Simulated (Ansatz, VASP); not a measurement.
NaF: VASP beside Ansatz

```xyz
2
Lattice="0.0000 2.3233 2.4395 2.3233 0.0000 2.4395 2.3233 2.3233 0.0000" Properties=species:S:1:pos:R:3 pbc="T T T"
Na    0.0000    0.0000    0.0000
F     2.3233    2.3233    2.4395
```

Change from the starting cell: strain +0.000 along x and y, +0.050 along z, atoms carried along.

Alike in both runs: task single point; functional LDA; k mesh 8 × 8 × 8; occupations gaussian, width 0.05 eV; no spin polarisation.

|  | VASP | Ansatz |
| --- | --- | --- |
| version | VASP 6.6.1 | Ansatz 0.2.0 |
| potentials or method | VASP PAW LDA potentials, release 64 (Na_pv, F), cutoff 520 eV | scalar-relativistic, plane waves, PAW |
| valence electrons in the cell | 14 | 16 |

|  | VASP | Ansatz | Ansatz less VASP |
| --- | --- | --- | --- |
| gap on the k mesh at the Fermi level (eV) | 5.66 | 5.68 | +0.020 |
| least direct gap on the mesh (eV) | 5.66 | 5.68 | +0.020 |
| pressure (GPa) | -6.1 | -6.0 | +0.09 |
| traceless stress, the component that is largest in VASP (GPa) | -1.30 | -1.25 | +0.049 |

LDA's correlation is that of Perdew and Zunger in VASP and of Perdew and Wang (1992) in Ansatz. VASP's potentials hold 14 valence electrons a cell and Ansatz's 16, so a difference there can come from the potentials and not from the codes.
